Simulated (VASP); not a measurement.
# TaN (Fm-3m) in VASP: notebook

The runs below take TaN through single point, with r2SCAN.

Everything below comes from runs of VASP 6.6.1. Logs are shortened: lines on timing, memory, paths and dates and some standing lists are left out, and cuts for length are marked.

### Step 1. The cell of the first run

Symmetry: Fm-3m, No. 225, cubic system. The conventional cell has a = 4.397 Å, b = 4.397 Å, c = 4.397 Å, α = 90.00°, β = 90.00°, γ = 90.00°. Ta (site symmetry m-3m) has 6 N at 2.20 Å within 2.9 Å. Within 2.9 Å of N (site symmetry m-3m) lie 6 Ta at 2.20 Å.

### Step 2. Single point, r2SCAN

File POSCAR:

```
TaN
1.0
    0.0000000000      2.1982663155      2.1982663155
    2.1982663155      0.0000000000      2.1982663155
    2.1982663155      2.1982663155      0.0000000000
Ta N
1 1
Direct
    0.5000000000      0.5000000000      0.5000000000
    0.0000000000      0.0000000000      0.0000000000
```

File INCAR.step1:

```
ALGO = Normal
EDIFF = 1E-4
ENCUT = 520
GGA = PE
ISMEAR = 0
LASPH = T
LCHARG = F
LREAL = F
LWAVE = T
NBANDS = 15
NELM = 80
PREC = Accurate
SIGMA = 0.1
```

File INCAR.step2:

```
ALGO = Normal
EDIFF = 1E-6
ENCUT = 520
ISIF = 2
ISMEAR = 0
ISTART = 1
LASPH = T
LCHARG = F
LMIXTAU = T
LREAL = F
LWAVE = F
METAGGA = R2SCAN
NBANDS = 15
NELM = 80
PREC = Accurate
SIGMA = 0.1
```

File KPOINTS:

```
k-points
0
Gamma
  16 16 16
```

Potentials or basis: VASP PAW PBE potentials, release 64 (Ta_pv, N).

The run is started by

```bash
$ cat potpaw_PBE.64/Ta_pv/POTCAR potpaw_PBE.64/N/POTCAR > POTCAR
$ cp INCAR.step1 INCAR
$ mpirun -np 1 vasp_std > vasp.out
$ cp INCAR.step2 INCAR
$ mpirun -np 1 vasp_std > vasp.out
```

OUTCAR:

```text
EDIFF = 1E-6
   ENCUT = 520
   ISIF = 2
   ISMEAR = 0
   ISTART = 1
   LASPH = T
   LREAL = F
   METAGGA = R2SCAN
   NELM = 80
   PREC = Accurate

 ion  position               nearest neighbor table
   1  0.500  0.500  0.500-   2 2.20   2 2.20   2 2.20   2 2.20   2 2.20   2 2.20
   2  0.000  0.000  0.000-   1 2.20   1 2.20   1 2.20   1 2.20   1 2.20   1 2.20

  LATTYP: Found a face centered cubic cell.
 ALAT       =     4.3965326310

  Lattice vectors:

 A1 = (   0.0000000000,   2.1982663155,   2.1982663155)
 A2 = (   2.1982663155,   0.0000000000,   2.1982663155)
 A3 = (   2.1982663155,   2.1982663155,   0.0000000000)

Analysis of symmetry for initial positions (statically):
=====================================================================
 Subroutine PRICEL returns:
 Original cell was already a primitive cell.

 Routine SETGRP: Setting up the symmetry group for a
 face centered cubic supercell.

 Subroutine GETGRP returns: Found 48 space group operations
 (whereof 48 operations were pure point group operations)
 out of a pool of 48 trial point group operations.

The static configuration has the point symmetry O_h .

Analysis of symmetry for dynamics (positions and initial velocities):
=====================================================================
 Subroutine PRICEL returns:
 Original cell was already a primitive cell.

 Routine SETGRP: Setting up the symmetry group for a
 face centered cubic supercell.

 Subroutine GETGRP returns: Found 48 space group operations
 (whereof 48 operations were pure point group operations)
 out of a pool of 48 trial point group operations.

The dynamic configuration has the point symmetry O_h .

 Subroutine INISYM returns: Found 48 space group operations
 (whereof 48 operations are pure point group operations),
 and found     1 'primitive' translations

----------------------------------------------------------------------------------------

                                     Primitive cell

  volume of cell :      21.2457

  direct lattice vectors                    reciprocal lattice vectors
     0.000000000  2.198266316  2.198266316    -0.227451968  0.227451968  0.227451968
     2.198266316  0.000000000  2.198266316     0.227451968 -0.227451968  0.227451968
     2.198266316  2.198266316  0.000000000     0.227451968  0.227451968 -0.227451968

  length of vectors
     3.108818037  3.108818037  3.108818037     0.393958365  0.393958365  0.393958365

  position of ions in fractional coordinates (direct lattice)
     0.500000000  0.500000000  0.500000000
     0.000000000  0.000000000  0.000000000

  ion indices of the primitive-cell ions
   primitive index   ion index
                 1           1
                 2           2

----------------------------------------------------------------------------------------

 KPOINTS: k-points

Automatic generation of k-mesh.
 Grid dimensions read from file:
 generate k-points for:   16   16   16

 Generating k-lattice:

  Cartesian coordinates                     Fractional coordinates (reciprocal lattice)
    -0.014215748  0.014215748  0.014215748     0.062500000  0.000000000  0.000000000
     0.014215748 -0.014215748  0.014215748     0.000000000  0.062500000  0.000000000
     0.014215748  0.014215748 -0.014215748     0.000000000  0.000000000  0.062500000

  Length of vectors
     0.024622398  0.024622398  0.024622398

  Shift w.r.t. Gamma in fractional coordinates (k-lattice)
     0.000000000  0.000000000  0.000000000

 Subroutine IBZKPT returns following result:
 ===========================================

 Found    145 irreducible k-points:

 Following reciprocal coordinates:
            Coordinates               Weight
  0.000000  0.000000  0.000000      1.000000
  0.062500  0.000000  0.000000      8.000000
  0.125000  0.000000  0.000000      8.000000
  0.187500  0.000000  0.000000      8.000000
  0.250000  0.000000  0.000000      8.000000
  0.312500  0.000000  0.000000      8.000000
[... 16 lines left out ...]
 -0.125000  0.062500  0.000000     24.000000
 -0.062500  0.062500  0.000000     12.000000
 [... further k-points ...]
   k-points           NKPTS =    145   k-points in BZ     NKDIM =    145   number of bands    NBANDS=     15
   number of dos      NEDOS =    301   number of ions     NIONS =      2
   total plane-waves  NPLWV =  13824
   dimension x,y,z NGX =    24 NGY =   24 NGZ =   24
   dimension x,y,z NGXF=    48 NGYF=   48 NGZF=   48
   ions per type =               1   1
   NGX,Y,Z   is equivalent  to a cutoff of  12.83, 12.83, 12.83 a.u.
   NGXF,Y,Z  is equivalent  to a cutoff of  25.67, 25.67, 25.67 a.u.
 SYSTEM =  unknown system
   PREC   = accura    normal or accurate (medium, high low for compatibility)
   ISTART =      1    job   : 0-new  1-cont  2-samecut
   ICHARG =      0    charge: 1-file 2-atom 10-const
   ISPIN  =      1    spin polarized calculation?
   LNONCOLLINEAR =      F non collinear calculations
[... 28 lines left out ...]
   LORBIT       =      0    0 simple, 1 ext, 2 COOP (PROOUT), +10 PAW based schemes
   METAGGA = R2SCAN    functional components
   LHFCALC =     F    Hartree Fock is set to
   AEXX    =    0.0000 exact exchange contribution
   IVDW    =     0    specifies the selected vdW correction
   LEPSILON=     F    determine dielectric tensor
   LRPA    =     F    only Hartree local field effects (RPA)
 non-spin polarized calculation
 Gauss-broadening in eV      SIGMA  =   0.10
  energy-cutoff  :      520.00
  volume of cell :       21.25
 maximum number of plane-waves:       588
   NGX = 11   NGY = 11   NGZ = 11

 number of electron      16.0000002 magnetization

 Free energy of the ion-electron system (eV)
  ---------------------------------------------------
  ext. energy  EPLUGINS =         0.00000000
  ---------------------------------------------------
  free energy    TOTEN  =       -59.62447106 eV

  energy without entropy =      -59.61897050  energy(sigma->0) =      -59.62172078

 E-fermi :   9.6178     XC(G=0): -14.4604

 val. band max:        9.6050225522   @ k =  -0.3125   0.3750   0.1875
 cond. band min:       9.6186022999   @ k =  -0.3125   0.3125   0.1250
 fundamental gap:      0.0135797477
 Fermi energy:         9.6177643963

 k-point     1 :       0.0000    0.0000    0.0000
  band No.  band energies     occupation
      1     -27.5247      2.00000
      2     -27.5247      2.00000
      3     -27.5247      2.00000
      4     -10.4003      2.00000
      5       5.4726      2.00000
      6       5.4726      2.00000
      7       5.4726      2.00000
      8       7.4532      2.00000
      9       7.4532      2.00000
     10       7.4532      2.00000
     11       9.7543      0.05355
     12       9.7543      0.05355
     13      11.4106      0.00000
     14      19.1816      0.00000
     15      19.6130      0.00000

 k-point     2 :       0.0625    0.0000    0.0000
  band No.  band energies     occupation
      1     -27.5611      2.00000
      2     -27.5279      2.00000
      3     -27.5279      2.00000
      4     -10.3041      2.00000
      5       4.9647      2.00000
      6       5.1356      2.00000
      7       5.1356      2.00000
      8       7.6124      2.00000
      9       7.6124      2.00000
     10       7.6752      2.00000
     11      10.1485      0.00000
     12      10.1485      0.00000
     13      11.7094      0.00000
     14      19.1815      0.00000
     15      19.9124      0.00000

 k-point     3 :       0.1250    0.0000    0.0000
  band No.  band energies     occupation
      1     -27.6635      2.00000
      2     -27.5369      2.00000
      3     -27.5369      2.00000
      4     -10.0260      2.00000
      5       3.9067      2.00000
      6       4.4216      2.00000
      7       4.4216      2.00000
      8       7.9909      2.00000
      9       7.9909      2.00000
     10       8.0255      2.00000
     11      11.1213      0.00000
     12      11.1213      0.00000
     13      12.4771      0.00000
     14      19.1814      0.00000
     15      20.7373      0.00000
[... 343 lines left out ...]
 k-point    23 :      -0.1250    0.0625    0.0000
  band No.  band energies     occupation
      1     -27.7229      2.00000
      2     -27.5689      2.00000
      3     -27.5323      2.00000
      4      -9.8270      2.00000
      5       3.2327      2.00000
      6       3.8549      2.00000
      7       4.3501      2.00000
      8       7.9365      2.00000
      9       8.1425      2.00000
     10       8.7713      2.00000
     11      10.8022      0.00000
     12      12.2527      0.00000
     13      13.1603      0.00000
     14      19.1813      0.00000
     15      21.3142      0.00000

 k-point    24 :      -0.0625    0.0625    0.0000
  band No.  band energies     occupation
      1     -27.6115      2.00000
      2     -27.5473      2.00000
      3     -27.5266      2.00000
      4     -10.1492      2.00000
      5       4.2518      2.00000
      6       4.5817      2.00000
      7       4.9399      2.00000
      8       7.6328      2.00000
      9       7.8331      2.00000
     10       8.1713      2.00000
     11      10.1861      0.00000
     12      11.0528      0.00000
     13      12.2363      0.00000
     14      19.1814      0.00000
     15      20.3872      0.00000

 [... further k-points ...]
[... 5 lines left out ...]
  --------------------------------------------------------------------------------------
  -------------------------------------------------------------------------------------
  Total        0.2577223      0.2577223      0.2577223      0.0000000     -0.0000000      0.0000000
  in kB       19.4353165     19.4353165     19.4353165      0.0000000     -0.0000000      0.0000000
  external PRESSURE =      19.4353165 kB  Pullay stress =       0.0000000 kB

 VOLUME and BASIS-vectors are now :
 -----------------------------------------------------------------------------
  energy-cutoff  :      520.00
  volume of cell :       21.25
      direct lattice vectors                 reciprocal lattice vectors
     0.000000000  2.198266316  2.198266316    -0.227451968  0.227451968  0.227451968
     2.198266316  0.000000000  2.198266316     0.227451968 -0.227451968  0.227451968
     2.198266316  2.198266316  0.000000000     0.227451968  0.227451968 -0.227451968

 POSITION                                       TOTAL-FORCE (eV/Angst)
 -----------------------------------------------------------------------------------
      2.19827      2.19827      2.19827         0.000000      0.000000      0.000000
      0.00000      0.00000      0.00000        -0.000000     -0.000000     -0.000000
 -----------------------------------------------------------------------------------
    total drift:                                0.000000     -0.000000     -0.000000

  FREE ENERGIE OF THE ION-ELECTRON SYSTEM (eV)
  ---------------------------------------------------
  free  energy   TOTEN  =       -59.6244710577 eV

  energy  without entropy=      -59.6189705033  energy(sigma->0) =      -59.62172078
```

Wall time 64 s (1 thread of Intel Xeon 6975P-C, shared host); peak memory 0.18 GiB.

Results:

| Property | Result |
| --- | --- |
| Free energy | -59.6245 eV |
| Pressure | 1.9 GPa |
| Band gap on the k mesh | zero (band 8 reaches 11.55 eV, above the bottom of band 9 at 7.45 eV) |

Levels at points of the mesh, in eV from the Fermi level:
| k point | band 5 | band 6 | band 7 | band 8 | band 9 | band 10 | band 11 | band 12 |
| --- | --- | --- | --- | --- | --- | --- | --- | --- |
| (0.00, 0.00, 0.00) | -4.15 | -4.15 | -4.15 | -2.16 | -2.16 | -2.16 | 0.14 | 0.14 |
| (0.50, 0.00, 0.00) | -10.83 | -8.00 | -8.00 | 1.93 | 1.93 | 2.08 | 4.10 | 7.84 |
| (0.50, 0.50, 0.00) | -7.09 | -5.62 | -5.00 | -5.00 | 2.22 | 3.56 | 3.56 | 4.73 |

Caveat: the PAW data sets were made with another functional, which shifts forces and pressure a little; spin-orbit coupling is left out, which moves the levels of the heavy elements.

### Step 3. Single point, r2SCAN (volume scaled by 1.03)

File POSCAR:

```
TaN
1.0
    0.0000000000      2.2200327441      2.2200327441
    2.2200327441      0.0000000000      2.2200327441
    2.2200327441      2.2200327441      0.0000000000
Ta N
1 1
Direct
    0.5000000000      0.5000000000      0.5000000000
    0.0000000000      0.0000000000      0.0000000000
```

File INCAR.step1:

```
SYSTEM = TaN
ALGO     = Normal         ! electronic algorithm
EDIFF    = 1E-4           ! SCF threshold, eV
ENCUT    = 520            ! plane-wave cutoff, eV
GGA      = PE             ! functional
ISMEAR   = 0              ! smearing method
LASPH    = .True.         ! aspherical terms in the spheres
LCHARG   = .False.        ! write CHGCAR
LREAL    = .False.        ! projectors in reciprocal space
LWAVE    = .True.         ! write WAVECAR
NBANDS   = 15             ! bands
NELM     = 100            ! most SCF steps
PREC     = Accurate       ! precision mode
SIGMA    = 0.1            ! smearing width, eV
```

File INCAR.step2:

```
SYSTEM = TaN
ALGO     = Normal         ! electronic algorithm
EDIFF    = 1E-6           ! SCF threshold, eV
ENCUT    = 520            ! plane-wave cutoff, eV
ISIF     = 2              ! what is computed and relaxed
ISMEAR   = 0              ! smearing method
ISTART   = 1            
LASPH    = .True.         ! aspherical terms in the spheres
LCHARG   = .False.        ! write CHGCAR
LMIXTAU  = .True.       
LREAL    = .False.        ! projectors in reciprocal space
LWAVE    = .False.        ! write WAVECAR
METAGGA  = R2SCAN         ! meta-GGA
NBANDS   = 15             ! bands
NELM     = 100            ! most SCF steps
PREC     = Accurate       ! precision mode
SIGMA    = 0.1            ! smearing width, eV
```

File KPOINTS:

```
k-points
0
Gamma
  16 16 16
  0 0 0
```

Potentials or basis: VASP PAW PBE potentials, release 64 (Ta_pv, N).

The run is started by

```bash
$ cat potpaw_PBE.64/Ta_pv/POTCAR potpaw_PBE.64/N/POTCAR > POTCAR
$ cp INCAR.step1 INCAR
$ mpirun -np 1 vasp_std > vasp.out
$ cp INCAR.step2 INCAR
$ mpirun -np 1 vasp_std > vasp.out
```

Wall time 66 s (1 thread of Intel Xeon 6975P-C, shared host); peak memory 0.18 GiB.

It converged, with:

```
Free energy            : -59.6125 eV
Pressure               : -8.0 GPa
Band gap on the k mesh : zero (band 8 reaches 11.12 eV, above the bottom of band 9 at 7.20 eV)
```

Levels at points of the mesh, in eV from the Fermi level:
```
           k point  band 6  band 7  band 8  band 9  band 10  band 11
(0.00, 0.00, 0.00)   -4.05   -4.05   -2.08   -2.08    -2.08     0.13
(0.50, 0.00, 0.00)   -7.77   -7.77    1.84    1.84     1.98     4.00
(0.50, 0.50, 0.00)   -5.41   -4.92   -4.92    2.13     3.39     3.39
```

Caveat: the PAW data sets were made with another functional, which shifts forces and pressure a little; spin-orbit coupling is left out, which moves the levels of the heavy elements.

### Step 4. Single point, r2SCAN (volume scaled by 1.06)

File POSCAR:

```
TaN
1.0
    0.0000000000      2.2413805224      2.2413805224
    2.2413805224      0.0000000000      2.2413805224
    2.2413805224      2.2413805224      0.0000000000
Ta N
1 1
Direct
    0.5000000000      0.5000000000      0.5000000000
    0.0000000000      0.0000000000      0.0000000000
```

File INCAR.step1:

```
PREC = Accurate
ENCUT = 520
ISMEAR = 0
SIGMA = 0.1
LREAL = False
LASPH = True
NELM = 60
NBANDS = 15
GGA = PE
ALGO = Normal
EDIFF = 1E-4
LWAVE = True
LCHARG = False
```

File INCAR.step2:

```
PREC = Accurate
ENCUT = 520
EDIFF = 1E-6
ISMEAR = 0
SIGMA = 0.1
LREAL = False
LASPH = True
NELM = 60
ALGO = Normal
ISIF = 2
LWAVE = False
LCHARG = False
METAGGA = R2SCAN
LMIXTAU = True
NBANDS = 15
ISTART = 1
```

File KPOINTS:

```
Automatic mesh
0
Gamma
  16 16 16
```

The run is started by

```bash
$ cat potpaw_PBE.64/Ta_pv/POTCAR potpaw_PBE.64/N/POTCAR > POTCAR
$ cp INCAR.step1 INCAR
$ mpirun -np 1 vasp_std > vasp.out
$ cp INCAR.step2 INCAR
$ mpirun -np 1 vasp_std > vasp.out
```

Wall time 66 s (1 thread of Intel Xeon 6975P-C, shared host); peak memory 0.18 GiB.

It converged, with:

- Free energy: -59.5639 eV
- Pressure: -16.5 GPa
- Band gap on the k mesh: zero (band 8 reaches 10.71 eV, above the bottom of band 9 at 6.96 eV)

Levels at points of the mesh, in eV from the Fermi level:
```
           k point  band 4  band 5  band 6  band 7  band 8  band 9  band 10  band 11  band 12  band 13
(0.00, 0.00, 0.00)  -19.52   -3.96   -3.96   -3.96   -2.00   -2.00    -2.00     0.13     0.13     1.30
(0.50, 0.00, 0.00)  -16.84  -10.34   -7.56   -7.56    1.75    1.75     1.89     3.91     7.23     7.23
(0.50, 0.50, 0.00)  -18.32   -6.93   -5.21   -4.84   -4.84    2.05     3.23     3.23     4.14     6.73
```

Caveat: the PAW data sets were made with another functional, which shifts forces and pressure a little; spin-orbit coupling is left out, which moves the levels of the heavy elements.

### Step 5. Single point, r2SCAN (volume scaled by 1.10)

File POSCAR:

```
TaN
1.0
    0.0000000000      2.2692266060      2.2692266060
    2.2692266060      0.0000000000      2.2692266060
    2.2692266060      2.2692266060      0.0000000000
Ta N
1 1
Direct
    0.5000000000      0.5000000000      0.5000000000
    0.0000000000      0.0000000000      0.0000000000
```

File INCAR.step1:

```
SYSTEM = TaN
PREC = Accurate ; ENCUT = 520
ISMEAR = 0 ; SIGMA = 0.1
LREAL = .FALSE. ; LASPH = .TRUE.
NELM = 60 ; NBANDS = 15
GGA = PE ; ALGO = Normal
EDIFF = 1E-4 ; LWAVE = .TRUE.
LCHARG = .FALSE.
```

File INCAR.step2:

```
SYSTEM = TaN
PREC = Accurate ; ENCUT = 520
EDIFF = 1E-6 ; ISMEAR = 0
SIGMA = 0.1 ; LREAL = .FALSE.
LASPH = .TRUE. ; NELM = 60
ALGO = Normal ; ISIF = 2
LWAVE = .FALSE. ; LCHARG = .FALSE.
METAGGA = R2SCAN ; LMIXTAU = .TRUE.
NBANDS = 15 ; ISTART = 1
```

File KPOINTS:

```
Automatic mesh
0
G
  16 16 16
  0 0 0
```

The run is started by

```bash
$ cat potpaw_PBE.64/Ta_pv/POTCAR potpaw_PBE.64/N/POTCAR > POTCAR
$ cp INCAR.step1 INCAR
$ mpirun -np 1 vasp_std > vasp.out
$ cp INCAR.step2 INCAR
$ mpirun -np 1 vasp_std > vasp.out
```

Wall time 73 s (1 thread of Intel Xeon 6975P-C, shared host); peak memory 0.19 GiB.

The run converged. Its results:

```yaml
Free_energy: -59.4518 eV
Pressure: -25.8 GPa
Band_gap_on_the_k_mesh: zero (band 8 reaches 10.20 eV, above the bottom of band 9 at 6.64 eV)
```

Levels at points of the mesh, in eV from the Fermi level:
```csv
k point,band 4,band 5,band 6,band 7,band 8,band 9,band 10,band 11,band 12,band 13
"(0.00, 0.00, 0.00)",-19.21,-3.84,-3.84,-3.84,-1.91,-1.91,-1.91,0.13,0.13,1.01
"(0.50, 0.00, 0.00)",-16.72,-10.02,-7.28,-7.28,1.65,1.65,1.79,3.81,6.87,6.87
"(0.50, 0.50, 0.00)",-18.02,-6.82,-4.96,-4.73,-4.73,1.94,3.04,3.04,3.79,6.34
```

Caveat: the PAW data sets were made with another functional, which shifts forces and pressure a little; spin-orbit coupling is left out, which moves the levels of the heavy elements.

### Step 6. The runs side by side

```csv
cell,gap on the mesh (eV),pressure (GPa)
"a = 3.109 Å, angles 60.0°, 2 atoms",none,1.9
"a = 3.140 Å, angles 60.0°, 2 atoms",none,-8.0
"a = 3.170 Å, angles 60.0°, 2 atoms",none,-16.5
"a = 3.209 Å, angles 60.0°, 2 atoms",none,-25.8
```

Alike in all rows: task single point; level r2SCAN; potentials or basis VASP PAW PBE potentials, release 64 (Ta_pv, N); no spin polarisation; k mesh 16 × 16 × 16; cutoff (eV) 520; smearing gaussian 0.1 eV.

Caveats: the PAW data sets were made with another functional, which shifts forces and pressure a little; spin-orbit coupling is left out, which moves the levels of the heavy elements.

Total energies depend on the potentials used, so only differences within one code and one set of settings carry meaning.
